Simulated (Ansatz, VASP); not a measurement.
**One calculation of GaN, two programs**

```
Ga N
1.0
     3.15806    0.00000    0.00000
    -1.57903    2.73496    0.00000
     0.00000    0.00000    5.59529
Ga N
2 2
Cartesian
  0.0000 1.8233 -0.0650
  1.5790 0.9117 2.7327
  0.0000 1.8233 2.1632
  1.5790 0.9117 4.9609
```

Alike in both runs: task single point; functional PBE; k mesh 12 × 12 × 6; occupations gaussian, width 0.02 eV; no spin polarisation.

|  | VASP | Ansatz |
| --- | --- | --- |
| version | VASP 6.6.1 | Ansatz 0.2.0 |
| potentials or method | VASP PAW PBE potentials, release 64 (Ga_d, N), cutoff 520 eV | scalar-relativistic, plane waves, PAW |
| valence electrons in the cell | 36 | 36 |

Ansatz gave:

```
gap on the k mesh at the Fermi level (eV)                     : 1.47
least direct gap on the mesh (eV)                             : 1.47
pressure (GPa)                                                : 1.2
traceless stress, the component that is largest in VASP (GPa) : -17.08
rms of the force components (eV/Å)                            : 0.518
```

What did VASP give for the same quantities?

gap on the k mesh at the Fermi level (eV): 1.48; least direct gap on the mesh (eV): 1.48; pressure (GPa): 1.3; traceless stress, the component that is largest in VASP (GPa): -17.04; rms of the force components (eV/Å): 0.512.

Atom by atom the forces differ by 0.006 eV/Å (rms over components).
